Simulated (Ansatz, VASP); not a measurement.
**Two plane-wave programs on GaAs**

```
Ga As
1.0
     0.00000    2.87509    2.87509
     2.87509    0.00000    2.87509
     2.87509    2.87509    0.00000
Ga As
1 1
Direct
  0.00000 0.00000 0.00000
  0.75000 0.75000 0.75000
```

Alike in both runs: task single point; functional r2SCAN; k mesh 6 × 6 × 6; occupations gaussian, width 0.1 eV; no spin polarisation.

```csv
,VASP,Ansatz
version,VASP 6.6.1,Ansatz 0.2.0
potentials or method,"VASP PAW PBE potentials, release 64 (Ga_d, As), cutoff 520 eV","scalar-relativistic, plane waves, PAW"
valence electrons in the cell,18,28
```

VASP gave:

```
gap on the k mesh at the Fermi level (eV) : 0.59
least direct gap on the mesh (eV)         : 0.59
pressure (GPa)                            : -2.8
```

Task: What did Ansatz give for the same quantities?

Result: gap on the k mesh at the Fermi level (eV): 0.62; least direct gap on the mesh (eV): 0.62; pressure (GPa): -2.9.

VASP's potentials were made for PBE, not for r2SCAN. With one functional, cell and mesh, what is left measures potentials, basis and numerics. VASP's potentials hold 18 valence electrons a cell and Ansatz's 28, so a difference there can come from the potentials and not from the codes.
